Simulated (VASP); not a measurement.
Write the native input for VASP 6.6.1 that does the following.

* Task: relaxation of cell and atoms
* Functional: PBE
* Potentials or basis: VASP PAW PBE potentials, release 64 (B, W_sv)
* Cutoff: 600 eV
* k mesh: 6 × 6 × 6
* Occupations: gaussian, width 0.1 eV
* Spin: no spin polarisation
* Dipole correction: no
* Further INCAR settings: ALGO = Normal; EDIFF = 1e-06; IBRION = 2; EDIFFG = -0.04; NSW = 90; ISIF = 3

The structure of BW3 lies in POSCAR:

```
BW3
1.0
    0.0000000000      3.1301232000      3.1301232000
    3.1301232000      0.0000000000      3.1301232000
    3.1301232000      3.1301232000      0.0000000000
B W
1 3
Direct
    0.0000000000      0.0000000000      0.0000000000
    0.2500000000      0.2500000000      0.2500000000
    0.7500000000      0.7500000000      0.7500000000
    0.5000000000      0.5000000000      0.5000000000
```

The cell was generated, and may not be a known phase.

The input as run:

INCAR

```
  PREC = Accurate
  ENCUT = 600
  EDIFF = 1E-6
  ISMEAR = 0
  SIGMA = 0.1
  LREAL = F
  LASPH = T
  NELM = 100
  ALGO = Normal
  ISIF = 3
  LWAVE = F
  LCHARG = F
  GGA = PE
  IBRION = 2
  NSW = 90
  EDIFFG = -0.04
```

KPOINTS

```
regular mesh
0
Gamma
  6 6 6
```

Potentials or basis: VASP PAW PBE potentials, release 64 (B, W_sv).

Run with:

```console
$ cat potpaw_PBE.64/B/POTCAR potpaw_PBE.64/W_sv/POTCAR > POTCAR
$ mpirun -np 1 vasp_std > vasp.out
```

Results of the run:

| Quantity | Value |
| --- | --- |
| Relaxed volume | 14.20 Å³/atom |
| Relaxed cell | a = 4.315 Å, b = 4.315 Å, c = 4.315 Å, α = 60.00°, β = 60.00°, γ = 60.00° |
| Space group after relaxing (to 0.1 Å) | Fm-3m (No. 225) |
| Energy gained by relaxing | 68.5 meV/atom |
| Ionic steps | 4 |
| Pressure after relaxing | -0.3 GPa |
| Band gap on the k mesh | zero (an odd number of electrons rules out a gap without spin polarisation) |

Caveat: spin-orbit coupling is left out, which moves the levels of the heavy elements.

Wall time 90 s on 1 thread of AMD EPYC 7R13 Processor (Zen 3) (shared host), peak memory 0.19 GiB.
